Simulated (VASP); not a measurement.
# GaN (P6_3mc) in VASP: single point with r2SCAN

Aim: the single point of GaN with r2SCAN.

Program: VASP 6.6.1. These are calculated values, not measurements. Logs are shortened: lines on timing, memory, paths and dates and some standing lists are left out, and cuts for length are marked.

### 1 The cell of the first run

Symmetry: P6_3mc, No. 186, hexagonal system. Conventional cell: a = 3.279 Å, b = 3.279 Å, c = 5.339 Å, α = 90.00°, β = 90.00°, γ = 120.00°. Ga (site symmetry 3m) has 4 N at 2.00 to 2.01 Å within 2.7 Å. Within 2.7 Å of N (site symmetry 3m) lie 4 Ga at 2.00 to 2.01 Å.

### 2 Single point, r2SCAN, non-collinear spin, zero start, spin-orbit coupling (strain +3.0%)

File POSCAR:

```
GaN
1.0
    3.2786438574      0.0000000000      0.0000000000
   -1.6393219287      2.8393888705      0.0000000000
    0.0000000000      0.0000000000      5.3391339861
Ga N
2 2
Direct
    0.3333333333      0.6666666667     -0.0010152176
    0.6666666667      0.3333333333      0.4989847824
    0.3333333333      0.6666666667      0.3760152176
    0.6666666667      0.3333333333      0.8760152176
```

File INCAR.step1:

```
SYSTEM = GaN
PREC = Accurate ; ENCUT = 520
ISMEAR = 0 ; SIGMA = 0.01
LREAL = .FALSE. ; LASPH = .TRUE.
NELM = 150 ; LNONCOLLINEAR = .TRUE.
MAGMOM = 0 0 0 0 0 0 0 0 0 0 0 0 ; LSORBIT = .TRUE.
GGA_COMPAT = .FALSE. ; NBANDS = 50
GGA = PE ; ALGO = Normal
EDIFF = 1E-4 ; LWAVE = .TRUE.
LCHARG = .FALSE.
```

File INCAR.step2:

```
SYSTEM = GaN
PREC = Accurate ; ENCUT = 520
EDIFF = 1E-6 ; ISMEAR = 0
SIGMA = 0.01 ; LREAL = .FALSE.
LASPH = .TRUE. ; NELM = 150
ALGO = Normal ; ISIF = 2
LWAVE = .FALSE. ; LCHARG = .FALSE.
LNONCOLLINEAR = .TRUE. ; MAGMOM = 0 0 0 0 0 0 0 0 0 0 0 0
LORBIT = 11 ; LSORBIT = .TRUE.
GGA_COMPAT = .FALSE. ; LORBMOM = .TRUE.
METAGGA = R2SCAN ; LMIXTAU = .TRUE.
NBANDS = 50 ; ISTART = 1
```

File KPOINTS:

```
regular mesh
0
G
  12 12 6
  0 0 0
```

Potentials or basis: VASP PAW PBE potentials, release 64 (Ga_d, N).

Launch:

```sh
$ cat potpaw_PBE.64/Ga_d/POTCAR potpaw_PBE.64/N/POTCAR > POTCAR
$ cp INCAR.step1 INCAR
$ mpirun -np 1 vasp_ncl > vasp.out
$ cp INCAR.step2 INCAR
$ mpirun -np 1 vasp_ncl > vasp.out
```

OUTCAR:

```text
SYSTEM = GaN
   PREC = Accurate
   ENCUT = 520
   EDIFF = 1E-6
   ISMEAR = 0
   LREAL = .FALSE.
   LASPH = .TRUE.
   NELM = 150
   ISIF = 2
   LNONCOLLINEAR = .TRUE.
   LORBIT = 11
   LSORBIT = .TRUE.
   METAGGA = R2SCAN
   ISTART = 1

 ion  position               nearest neighbor table
   1  0.333  0.667  0.999-   4 2.00   4 2.00   4 2.00   3 2.01
   2  0.667  0.333  0.499-   3 2.00   3 2.00   3 2.00   4 2.01
   3  0.333  0.667  0.376-   2 2.00   2 2.00   2 2.00   1 2.01
   4  0.667  0.333  0.876-   1 2.00   1 2.00   1 2.00   2 2.01

  LATTYP: Found a hexagonal cell.
 ALAT       =     3.2786438574
 C/A-ratio  =     1.6284580510

  Lattice vectors:

 A1 = (   3.2786438574,   0.0000000000,   0.0000000000)
 A2 = (  -1.6393219287,   2.8393888705,   0.0000000000)
 A3 = (   0.0000000000,   0.0000000000,   5.3391339861)

Analysis of symmetry for initial positions (statically):
=====================================================================
 Subroutine PRICEL returns:
 Original cell was already a primitive cell.

 Routine SETGRP: Setting up the symmetry group for a
 hexagonal supercell.

 Subroutine GETGRP returns: Found 12 space group operations
 (whereof  6 operations were pure point group operations)
 out of a pool of 24 trial point group operations.

The static configuration has the point symmetry C_3v.
 The point group associated with its full space group is C_6v.

Analysis of symmetry for dynamics (positions and initial velocities):
=====================================================================
 Subroutine PRICEL returns:
 Original cell was already a primitive cell.

 Routine SETGRP: Setting up the symmetry group for a
 hexagonal supercell.

 Subroutine GETGRP returns: Found 12 space group operations
 (whereof  6 operations were pure point group operations)
 out of a pool of 24 trial point group operations.

The dynamic configuration has the point symmetry C_3v.
 The point group associated with its full space group is C_6v.

Analysis of structural, dynamic, and magnetic symmetry:
=====================================================================
 Subroutine PRICEL returns:
 Original cell was already a primitive cell.

 Routine SETGRP: Setting up the symmetry group for a
 hexagonal supercell.

 Subroutine GETGRP returns: Found 12 space group operations
 (whereof  6 operations were pure point group operations)
 out of a pool of 24 trial point group operations.

The overall configuration has the point symmetry C_3v.
 The point group associated with its full space group is C_6v.

 Subroutine INISYM returns: Found 12 space group operations
 (whereof  6 operations are pure point group operations),
 and found     1 'primitive' translations

----------------------------------------------------------------------------------------

                                     Primitive cell

  volume of cell :      49.7038

  direct lattice vectors                    reciprocal lattice vectors
     3.278643857  0.000000000  0.000000000     0.305004155  0.176094231  0.000000000
    -1.639321929  2.839388871  0.000000000     0.000000000  0.352188462  0.000000000
     0.000000000  0.000000000  5.339133986     0.000000000  0.000000000  0.187296292

  length of vectors
     3.278643857  3.278643857  5.339133986     0.352188462  0.352188462  0.187296292

  position of ions in fractional coordinates (direct lattice)
     0.333333333  0.666666667  0.998984782
     0.666666667  0.333333333  0.498984782
     0.333333333  0.666666667  0.376015218
     0.666666667  0.333333333  0.876015218

  ion indices of the primitive-cell ions
   primitive index   ion index
                 1           1
                 2           2
                 3           3
                 4           4

----------------------------------------------------------------------------------------

[... 114 lines left out ...]
  ext. energy  EPLUGINS =         0.00000000
  ---------------------------------------------------
  free energy    TOTEN  =       -43.65311017 eV

  energy without entropy =      -43.65311017  energy(sigma->0) =      -43.65311017

 E-fermi :   4.2609     XC(G=0): -12.1491

 val. band max:        4.1828392251   @ k =   0.0000   0.0000   0.0000
 cond. band min:       5.9105657311   @ k =   0.0000   0.0000   0.0000
 fundamental gap:      1.7277265060
 Fermi energy:         4.2608844754

 k-point     1 :       0.0000    0.0000    0.0000
  band No.  band energies     occupation
      1     -11.9042      1.00000
      2     -11.9042      1.00000
      3     -11.1830      1.00000
      4     -11.1830      1.00000
      5      -9.8215      1.00000
      6      -9.8215      1.00000
[... 1213 lines left out ...]
     47      14.8538      0.00000
     48      14.8539      0.00000

 [... further k-points ...]

 [bands above 48 left out]

------------------------ aborting loop because EDIFF is reached ----------------------------------------

  FORCE on cell =-STRESS in cart. coord.  units (eV):
  Direction    XX          YY          ZZ          XY          YZ          ZX
  --------------------------------------------------------------------------------------
  -------------------------------------------------------------------------------------
  Total       -4.2686014     -4.2686014     -4.2080647      0.0000000      0.0000000      0.0000000
  in kB     -137.5961374   -137.5961374   -135.6447689      0.0000000      0.0000000      0.0000000
  external PRESSURE =    -136.9456812 kB  Pullay stress =       0.0000000 kB

 VOLUME and BASIS-vectors are now :
 -----------------------------------------------------------------------------
  energy-cutoff  :      520.00
  volume of cell :       49.70
      direct lattice vectors                 reciprocal lattice vectors
     3.278643857  0.000000000  0.000000000     0.305004155  0.176094231  0.000000000
    -1.639321929  2.839388871  0.000000000     0.000000000  0.352188462  0.000000000
     0.000000000  0.000000000  5.339133986     0.000000000  0.000000000  0.187296292

 POSITION                                       TOTAL-FORCE (eV/Angst)
 -----------------------------------------------------------------------------------
     -0.00000      1.89293      5.33371         0.000000     -0.000000      0.006245
      1.63932      0.94646      2.66415        -0.000000      0.000000      0.006245
     -0.00000      1.89293      2.00760         0.000000      0.000000     -0.006245
      1.63932      0.94646      4.67716         0.000000     -0.000000     -0.006245
 -----------------------------------------------------------------------------------
    total drift:                               -0.000000      0.000000      0.007250

  FREE ENERGIE OF THE ION-ELECTRON SYSTEM (eV)
  ---------------------------------------------------
  free  energy   TOTEN  =       -43.6531101675 eV

  energy  without entropy=      -43.6531101675  energy(sigma->0) =      -43.65311017

 orbital moment (x)

 # of ion     p       d       tot
 ----------------------------------------
  1        -0.000  -0.000  -0.000
  2         0.000   0.000   0.000
  3         0.000   0.000   0.000
  4        -0.000   0.000  -0.000
 ----------------------------------------
           -0.000   0.000  -0.000

 orbital moment (y)

 # of ion     p       d       tot
 ----------------------------------------
  1        -0.000  -0.000  -0.000
  2        -0.000   0.000  -0.000
  3         0.000   0.000   0.000
  4        -0.000   0.000  -0.000
 ----------------------------------------
           -0.000  -0.000  -0.000

 orbital moment (z)

 # of ion     p       d       tot
 ----------------------------------------
  1        -0.000   0.000  -0.000
  2        -0.000   0.000  -0.000
  3         0.000   0.000   0.000
  4        -0.000   0.000  -0.000
 ----------------------------------------
           -0.000   0.000  -0.000

 Spin-Orbit-Coupling matrix elements

 Ion:    1  E_soc:     -0.0097667
 l=   1
     0.0000000    -0.0008456    -0.0008533
    -0.0008456     0.0000000    -0.0008456
    -0.0008533    -0.0008456     0.0000000
 l=   2
     0.0000000    -0.0001548     0.0000000    -0.0001548    -0.0006277
    -0.0001548     0.0000000    -0.0004696    -0.0001527    -0.0001548
     0.0000000    -0.0004696     0.0000000    -0.0004696     0.0000000
    -0.0001548    -0.0001527    -0.0004696     0.0000000    -0.0001548
    -0.0006277    -0.0001548     0.0000000    -0.0001548     0.0000000
 l=   3
     0.0000000     0.0000000     0.0000000     0.0000000     0.0000000     0.0000000     0.0000000
     0.0000000     0.0000000     0.0000000     0.0000000     0.0000000     0.0000000     0.0000000
     0.0000000     0.0000000     0.0000000     0.0000000     0.0000000     0.0000000     0.0000000
     0.0000000     0.0000000     0.0000000     0.0000000     0.0000000     0.0000000     0.0000000
[... 49 lines left out ...]
 l=   2
     0.0000000     0.0000000     0.0000000     0.0000000     0.0000000
     0.0000000     0.0000000     0.0000000     0.0000000     0.0000000
     0.0000000     0.0000000     0.0000000     0.0000000     0.0000000
     0.0000000     0.0000000     0.0000000     0.0000000     0.0000000
     0.0000000     0.0000000     0.0000000     0.0000000     0.0000000
 l=   3
     0.0000000     0.0000000     0.0000000     0.0000000     0.0000000     0.0000000     0.0000000
     0.0000000     0.0000000     0.0000000     0.0000000     0.0000000     0.0000000     0.0000000
     0.0000000     0.0000000     0.0000000     0.0000000     0.0000000     0.0000000     0.0000000
     0.0000000     0.0000000     0.0000000     0.0000000     0.0000000     0.0000000     0.0000000
     0.0000000     0.0000000     0.0000000     0.0000000     0.0000000     0.0000000     0.0000000
     0.0000000     0.0000000     0.0000000     0.0000000     0.0000000     0.0000000     0.0000000
     0.0000000     0.0000000     0.0000000     0.0000000     0.0000000     0.0000000     0.0000000

 total charge

# of ion       s       p       d       tot
------------------------------------------
    1        0.741   0.783  10.142  11.666
    2        0.741   0.783  10.142  11.666
    3        1.233   2.478   0.000   3.711
    4        1.233   2.478   0.000   3.711
--------------------------------------------------
tot          3.949   6.522  20.284  30.755

 magnetization (x)

# of ion       s       p       d       tot
------------------------------------------
    1        0.000   0.000   0.000   0.000
    2       -0.000   0.000   0.000   0.000
    3       -0.000  -0.000   0.000  -0.000
    4        0.000   0.000   0.000   0.000
--------------------------------------------------
tot         -0.000   0.000   0.000   0.000

 magnetization (y)

# of ion       s       p       d       tot
------------------------------------------
    1        0.000   0.000   0.000   0.000
    2        0.000   0.000  -0.000  -0.000
    3        0.000   0.000   0.000   0.000
    4        0.000   0.000   0.000   0.000
--------------------------------------------------
tot          0.000   0.000  -0.000  -0.000

 magnetization (z)

# of ion       s       p       d       tot
------------------------------------------
    1       -0.000   0.000   0.000   0.000
    2       -0.000   0.000   0.000   0.000
    3       -0.000  -0.000   0.000  -0.000
    4       -0.000   0.000   0.000   0.000
--------------------------------------------------
tot         -0.000   0.000   0.000  -0.000
```

Run time: 21 min. Hardware: 1 thread of Intel Xeon Platinum 8488C (Sapphire Rapids), shared host; peak memory 0.56 GiB.

Results:

```yaml
Free_energy: -43.6531 eV
Pressure: -13.7 GPa
Largest_force: 0.006 eV/Å
Net_moment: 0.00 μB per cell
Valence_electrons_inside_the_program's_atomic_spheres: Ga 11.67; N 3.71
```

Forces on the atoms (eV/Å):
```
Ga   0.000  0.000  0.006
Ga   0.000  0.000  0.006
N    0.000  0.000 -0.006
N    0.000  0.000 -0.006
```

Moments on the atoms (μB; x, y, z):
```
Ga  0.00 0.00 0.00
Ga  0.00 0.00 0.00
N   0.00 0.00 0.00
N   0.00 0.00 0.00
```

Caveat: the cell differs from its parent crystal (strain +3.0%); the cell stands under tension; the PAW data sets were made with another functional, which shifts forces and pressure a little.
